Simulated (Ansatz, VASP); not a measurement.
One calculation of AlP, two programs

```
Al P
1.0
     0.00000    2.71000    2.73710
     2.71000    0.00000    2.73710
     2.71000    2.71000    0.00000
Al P
1 1
Direct
  0.00000 0.00000 0.00000
  0.25000 0.25000 0.25000
```

Change from the starting cell: z stretched by +1 %, ions relaxed.

Alike in both runs: task relaxation of the atoms; functional PBE; k mesh 14 × 14 × 14; occupations fermi-dirac, width 0.02 eV; no spin polarisation.

|  | VASP | Ansatz |
| --- | --- | --- |
| version | VASP 6.6.1 | Ansatz 0.2.0 |
| potentials or method | VASP PAW PBE potentials, release 64 (Al, P) | plane-wave PAW, scalar-relativistic |
| plane-wave cutoff (eV) | 450 | 420 |
| valence electrons in the cell | 8 | 8 |

|  | VASP | Ansatz | Ansatz less VASP |
| --- | --- | --- | --- |
| gap on the k mesh at the Fermi level, each at its own relaxed structure (eV) | 1.52 | 1.52 | +0.002 |

Ansatz's warnings: stress scf threshold loose.

Noted on VASP's run: the relaxation stopped at its first step, so nothing moved.
